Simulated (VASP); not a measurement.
Wanted: the native input for a VASP 6.6.1 run.

| Property | Result |
| --- | --- |
| Task | single point |
| Functional | PBE |
| Potentials or basis | VASP PAW PBE potentials, release 64 (Hf_pv, Te, Se) |
| Cutoff | 500 eV |
| k mesh | 4 × 4 × 1 |
| Occupations | gaussian, width 0.15 eV |
| Spin | no spin polarisation |
| Dipole correction | no |
| Further INCAR settings | ALGO = Normal; EDIFF = 1e-06; NBANDS = 32 |

The structure of HfTeSe5 lies in POSCAR:

```
HfTeSe5
1.0
    3.8082018786      0.0000000000      0.0000000000
   -1.9041009393      3.2979995696      0.0000000000
    0.0000000000      0.0000000000     15.8836226877
Hf Te Se
1 1 5
Direct
    0.0000000000      0.0000000000     -0.0141942197
    0.0000000000      0.0000000000      0.4221606220
    0.3333333333      0.6666666667      0.0840822232
    0.6666666667      0.3333333333      0.8878532779
    0.3333333333      0.6666666667      0.5481165653
    0.6666666667      0.3333333333      0.3108786386
    0.0000000000      0.0000000000      0.6611028928
```

One way to write it, as run:

INCAR

```
SYSTEM = HfTeSe5
PREC = Accurate ; ENCUT = 500
EDIFF = 1E-6 ; ISMEAR = 0
SIGMA = 0.15 ; LREAL = .False.
LASPH = .True. ; NELM = 120
ALGO = Normal ; ISIF = 2
LWAVE = .False. ; LCHARG = .False.
GGA = PE ; NBANDS = 32
GGA_COMPAT = .False.
```

KPOINTS

```
regular mesh
0
Gamma
  4 4 1
  0 0 0
```

Potentials or basis: VASP PAW PBE potentials, release 64 (Hf_pv, Te, Se).

The run is started by

```console
$ cat potpaw_PBE.64/Hf_pv/POTCAR potpaw_PBE.64/Te/POTCAR potpaw_PBE.64/Se/POTCAR > POTCAR
$ mpirun -np 1 vasp_std > vasp.out
```

Results of the run:

* Pressure: -0.1 GPa
* Largest force: 0.050 eV/Å
* Band gap on the k mesh: zero (bands 23 and 24 overlap by 0.26 eV)

Caveat: the k points lie up to 0.48 Å⁻¹ apart; spin-orbit coupling is left out, which moves the levels of the heavy elements; this functional lacks dispersion, which binds layers or chains, so the pressure and a relaxed spacing across them are unreliable.

Wall time 68 s on 1 thread of Intel(R) Xeon(R) Platinum 8259CL CPU @ 2.50GHz (Skylake/Cascade Lake), with other jobs on the host, peak memory 0.29 GiB.
